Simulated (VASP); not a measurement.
Write the native input for VASP 6.6.1 that does the following.

| Property | Result |
| --- | --- |
| Task | single point |
| Functional | r2SCAN |
| Potentials or basis | VASP PAW PBE potentials, release 64 (K_sv) |
| Cutoff | 520 eV |
| k mesh | 12 × 12 × 12 |
| Occupations | gaussian, width 0.15 eV |
| Spin | no spin polarisation |
| Dipole correction | no |
| Further INCAR settings | ALGO = Normal; EDIFF = 1e-06; NBANDS = 10 |

K:

```
K
1.0
     4.45855    0.00000    0.00000
     0.00000    4.45855    0.00000
     0.00000    0.00000    4.45855
K
1
Direct
  0.00000 0.00000 0.00000
```

This isn't the form of K at room conditions, which is bcc.

These files were run (other wordings do the same):

POSCAR

```
K
1.0
    4.4585494019      0.0000000000      0.0000000000
    0.0000000000      4.4585494019      0.0000000000
    0.0000000000      0.0000000000      4.4585494019
K
1
Direct
    0.0000000000      0.0000000000      0.0000000000
```

INCAR.step1

```
SYSTEM = K
PREC = Accurate ; ENCUT = 520
ISMEAR = 0 ; SIGMA = 0.15
LREAL = .False. ; LASPH = .True.
NELM = 100 ; NBANDS = 10
GGA = PE ; ALGO = Normal
EDIFF = 1E-4 ; LWAVE = .True.
LCHARG = .False.
```

INCAR.step2

```
SYSTEM = K
PREC = Accurate ; ENCUT = 520
EDIFF = 1E-6 ; ISMEAR = 0
SIGMA = 0.15 ; LREAL = .False.
LASPH = .True. ; NELM = 100
ALGO = Normal ; ISIF = 2
LWAVE = .False. ; LCHARG = .False.
METAGGA = R2SCAN ; LMIXTAU = .True.
NBANDS = 10 ; ISTART = 1
```

KPOINTS

```
Automatic mesh
0
Gamma
  12 12 12
  0 0 0
```

Potentials or basis: VASP PAW PBE potentials, release 64 (K_sv).

Launch:

```bash
$ cat potpaw_PBE.64/K_sv/POTCAR > POTCAR
$ cp INCAR.step1 INCAR
$ mpirun -np 1 vasp_std > vasp.out
$ cp INCAR.step2 INCAR
$ mpirun -np 1 vasp_std > vasp.out
```

It gave:

The pressure is -0.3 GPa. The band gap on the k mesh is zero (an odd number of electrons rules out a gap without spin polarisation).

Caveat: the PAW data sets were made with another functional, which shifts forces and pressure a little.

Run time: 3.5 min on 1 thread of Intel(R) Xeon(R) Platinum 8259CL CPU @ 2.50GHz (Skylake/Cascade Lake), on a shared host, peak memory 0.25 GiB.
